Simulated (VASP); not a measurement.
# SrPb2N2 (P3m1) in VASP: single point with PBE

Aim: the single point of SrPb2N2 with PBE.

Program: VASP 6.6.1. These are calculated values, not measurements. Logs are shortened: lines on timing, memory, paths and dates and some standing lists are left out, and cuts for length are marked.

## Step 1: The cell of the first run

It takes space group P3m1 (No. 156, trigonal). Conventional cell: a = 3.582 Å, b = 3.582 Å, c = 9.485 Å, α = 90.00°, β = 90.00°, γ = 120.00°. Within 3.6 Å of Sr (site symmetry 3m) lie 6 N at 2.64 to 2.88 Å and 6 Pb at 3.57 Å and 6 Sr at 3.58 Å. Pb (site symmetry 3m) has 3 N at 2.43 Å within 3.2 Å. Pb (site symmetry 3m) has 3 N at 2.25 Å within 3.0 Å. N (site symmetry 3m) has 3 Pb at 2.25 Å and 3 Sr at 2.88 Å within 3.0 Å. N (site symmetry 3m) has 3 Pb at 2.43 Å and 3 Sr at 2.64 Å within 3.2 Å.

## Step 2: Single point, PBE (one atom moved)

The input, INCAR:

```
PREC = Accurate ; ENCUT = 520
EDIFF = 1E-6 ; ISMEAR = 0
SIGMA = 0.05 ; LREAL = False
LASPH = True ; NELM = 60
ALGO = Normal ; ISIF = 2
LWAVE = False ; LCHARG = False
GGA = PE ; NBANDS = 32
```

The input, KPOINTS:

```
Automatic mesh
0
Gamma
  12 12 4
```

The input, POSCAR:

```
SrPb2N2
1.0
    3.5824279516      0.0000000000      0.0000000000
   -1.7912139758      3.1024736133      0.0000000000
    0.0000000000      0.0000000000      9.4849625017
Sr Pb N
1 2 2
Direct
    0.0000000000      0.0000000000      0.5000000000
    0.6666666667      0.3333333333      0.1938648700
    0.3333333333      0.6666666667      0.8061351300
    0.6666666667      0.3333333333      0.7118649960
    0.3333333333      0.6666666667      0.3276712700
```

Potentials or basis: VASP PAW PBE potentials, release 64 (Sr_sv, Pb_d, N).

Launch:

```bash
$ cat potpaw_PBE.64/Sr_sv/POTCAR potpaw_PBE.64/Pb_d/POTCAR potpaw_PBE.64/N/POTCAR > POTCAR
$ mpirun -np 1 vasp_std > vasp.out
```

OUTCAR:

```text
PREC = Accurate
   ENCUT = 520
   EDIFF = 1E-6
   ISMEAR = 0
   LREAL = False
   LASPH = True
   NELM = 60
   ISIF = 2
   GGA = PE

 ion  position               nearest neighbor table
   1  0.000  0.000  0.500-   5 2.64   5 2.64   5 2.64   4 2.88   4 2.88   4 2.88   2 3.57   3 3.57
                             3 3.57   2 3.57   3 3.57   2 3.57
   2  0.667  0.333  0.194-   5 2.43   5 2.43   5 2.43   1 3.57   1 3.57   1 3.57
   3  0.333  0.667  0.806-   4 2.25   4 2.25   4 2.25   1 3.57   1 3.57   1 3.57
   4  0.667  0.333  0.712-   3 2.25   3 2.25   3 2.25   1 2.88   1 2.88   1 2.88
   5  0.333  0.667  0.328-   2 2.43   2 2.43   2 2.43   1 2.64   1 2.64   1 2.64

  LATTYP: Found a hexagonal cell.
 ALAT       =     3.5824279516
 C/A-ratio  =     2.6476352434

  Lattice vectors:

 A1 = (   3.5824279516,   0.0000000000,   0.0000000000)
 A2 = (  -1.7912139758,   3.1024736133,   0.0000000000)
 A3 = (   0.0000000000,   0.0000000000,   9.4849625017)

Analysis of symmetry for initial positions (statically):
=====================================================================
 Subroutine PRICEL returns:
 Original cell was already a primitive cell.

 Routine SETGRP: Setting up the symmetry group for a
 hexagonal supercell.

 Subroutine GETGRP returns: Found  6 space group operations
 (whereof  6 operations were pure point group operations)
 out of a pool of 24 trial point group operations.

The static configuration has the point symmetry C_3v.

Analysis of symmetry for dynamics (positions and initial velocities):
=====================================================================
 Subroutine PRICEL returns:
 Original cell was already a primitive cell.

 Routine SETGRP: Setting up the symmetry group for a
 hexagonal supercell.

 Subroutine GETGRP returns: Found  6 space group operations
 (whereof  6 operations were pure point group operations)
 out of a pool of 24 trial point group operations.

The dynamic configuration has the point symmetry C_3v.

 Subroutine INISYM returns: Found  6 space group operations
 (whereof  6 operations are pure point group operations),
 and found     1 'primitive' translations

----------------------------------------------------------------------------------------
[... 91 lines left out ...]
   ISTART =      0    job   : 0-new  1-cont  2-samecut
   ICHARG =      2    charge: 1-file 2-atom 10-const
   ISPIN  =      1    spin polarized calculation?
   LNONCOLLINEAR =      F non collinear calculations
   LSORBIT =      F    spin-orbit coupling
   LASPH  =      T    aspherical Exc in radial PAW
   ENCUT  =  520.0 eV  38.22 Ry    6.18 a.u.   6.66  6.66 17.64*2*pi/ulx,y,z
   NELM   =     60;   NELMIN=  2; NELMDL= -5     # of ELM steps
   EDIFF  = 0.1E-05   stopping-criterion for ELM
   LREAL  =      F    real-space projection
   EDIFFG = 0.1E-04   stopping-criterion for IOM
   NSW    =      0    number of steps for IOM
   IBRION =     -1    ionic relax: 0-MD 1-quasi-New 2-CG
   NFREE  =      0    steps in history (QN), initial steepest desc. (CG)
   ISIF   =      2    stress and relaxation
   ISYM   =      2    0-nonsym 1-usesym 2-fastsym
   POTIM  = 0.5000    time-step for ionic-motion
   TEBEG  =    0.0;   TEEND  =   0.0 temperature during run
   PSTRESS=    0.0 pullay stress
   NELECT =      48.0000    total number of electrons
   NUPDOWN=      -1.0000    fix difference up-down
   EMIN   =  10.00;   EMAX   =-10.00  energy-range for DOS
   EFERMI =   0.00;   METHOD = LEGACY
   ISMEAR =     0;   SIGMA  =   0.05  broadening in eV -4-tet -1-fermi 0-gaus
   EFERMI_NEDOS =   21; number of points for ismear=-14 and -15
   IALGO  =     38    algorithm
   IMIX   =      4    mixing-type and parameters
     AMIX     =   0.40;   BMIX     =  1.00
     AMIX_MAG =   1.60;   BMIX_MAG =  1.00
  volume/ion in A,a.u.               =      21.08       142.28
  Fermi-wavevector in a.u.,A,eV,Ry     =   1.259452  2.380019 21.581814  1.586219
  Thomas-Fermi vector in A             =   2.393011
   LORBIT       =      0    0 simple, 1 ext, 2 COOP (PROOUT), +10 PAW based schemes
   GGA     = PE    functional components
   LHFCALC =     F    Hartree Fock is set to
   AEXX    =    0.0000 exact exchange contribution
   IVDW    =     0    specifies the selected vdW correction
   LEPSILON=     F    determine dielectric tensor
   LRPA    =     F    only Hartree local field effects (RPA)
 non-spin polarized calculation
 Gauss-broadening in eV      SIGMA  =   0.05
  energy-cutoff  :      520.00
  volume of cell :      105.42
 maximum number of plane-waves:      2916
 NGX is ok and might be reduce to    28
   NGX = 13   NGY = 13   NGZ = 35

 number of electron      48.0000004 magnetization

 Free energy of the ion-electron system (eV)
  ---------------------------------------------------
  ext. energy  EPLUGINS =         0.00000000
  ---------------------------------------------------
  free energy    TOTEN  =       -25.28794004 eV

  energy without entropy =      -25.28794004  energy(sigma->0) =      -25.28794004

 E-fermi :   5.6564     XC(G=0):  -9.9667

 val. band max:        5.3362424774   @ k =   0.2500  -0.0000   0.2500
 cond. band min:       5.9151060310   @ k =   0.0000   0.0000   0.0000
 fundamental gap:      0.5788635536
 Fermi energy:         5.6564013758

 k-point     1 :       0.0000    0.0000    0.0000
  band No.  band energies     occupation
      1     -29.3553      2.00000
      2     -11.8822      2.00000
      3     -11.2714      2.00000
      4     -11.2714      2.00000
      5     -11.2668      2.00000
      6     -11.1208      2.00000
[... 829 lines left out ...]
     31      10.7489      0.00000
     32      11.3014      0.00000

 [... further k-points ...]
[... 5 lines left out ...]
  --------------------------------------------------------------------------------------
  -------------------------------------------------------------------------------------
  Total        3.8988408      3.8988408      1.6639913      0.0000000     -0.0000000      0.0000000
  in kB       59.2549863     59.2549863     25.2895118      0.0000000     -0.0000000      0.0000000
  external PRESSURE =      47.9331615 kB  Pullay stress =       0.0000000 kB

 VOLUME and BASIS-vectors are now :
 -----------------------------------------------------------------------------
  energy-cutoff  :      520.00
  volume of cell :      105.42
      direct lattice vectors                 reciprocal lattice vectors
     3.582427952  0.000000000  0.000000000     0.279140296  0.161161725  0.000000000
    -1.791213976  3.102473613  0.000000000     0.000000000  0.322323450  0.000000000
     0.000000000  0.000000000  9.484962502     0.000000000  0.000000000  0.105430043

 POSITION                                       TOTAL-FORCE (eV/Angst)
 -----------------------------------------------------------------------------------
      0.00000      0.00000      4.74248         0.000000     -0.000000      0.150393
      1.79121      1.03416      1.83880        -0.000000      0.000000     -0.556331
     -0.00000      2.06832      7.64616         0.000000     -0.000000      2.984017
      1.79121      1.03416      6.75201         0.000000     -0.000000     -3.403102
     -0.00000      2.06832      3.10795         0.000000     -0.000000      0.825023
 -----------------------------------------------------------------------------------
    total drift:                                0.000000      0.000000      0.000214

  FREE ENERGIE OF THE ION-ELECTRON SYSTEM (eV)
  ---------------------------------------------------
  free  energy   TOTEN  =       -25.2879400369 eV

  energy  without entropy=      -25.2879400369  energy(sigma->0) =      -25.28794004
```

stdout:

```text
POSCAR found type information on POSCAR SrPbN
 POSCAR found :  3 types and       5 ions
 scaLAPACK will be used
 LDA part: xc-table for (Slater+PW92), standard interpolation
 POSCAR, INCAR and KPOINTS ok, starting setup
 FFT: planning ... GRIDC
 FFT: planning ... GRID_SOFT
 FFT: planning ... GRID
 WAVECAR not read
 entering main loop
```

Run time: 2.7 min. Hardware: 1 thread of AMD EPYC 9R45 (Zen 5), shared host; peak memory 0.35 GiB.

What came out:

```yaml
Free_energy: -25.2879 eV
Pressure: 4.8 GPa
Largest_force: 3.403 eV/Å
Band_gap_on_the_k_mesh: 0.58 eV (least direct gap 1.05 eV)
```

Forces in eV/Å, atoms in the order of the input:
```
Sr   0.000  0.000  0.150
Pb   0.000  0.000 -0.556
Pb   0.000  0.000  2.984
N    0.000  0.000 -3.403
N    0.000  0.000  0.825
```

Caveat: the cell differs from its parent crystal (one atom moved); the cell stands under pressure; spin-orbit coupling is left out, which moves the levels of the heavy elements; forces of over 1 eV/Å act on the atoms, so gaps and moduli don't describe the material at rest. A k mesh can miss the band edges.
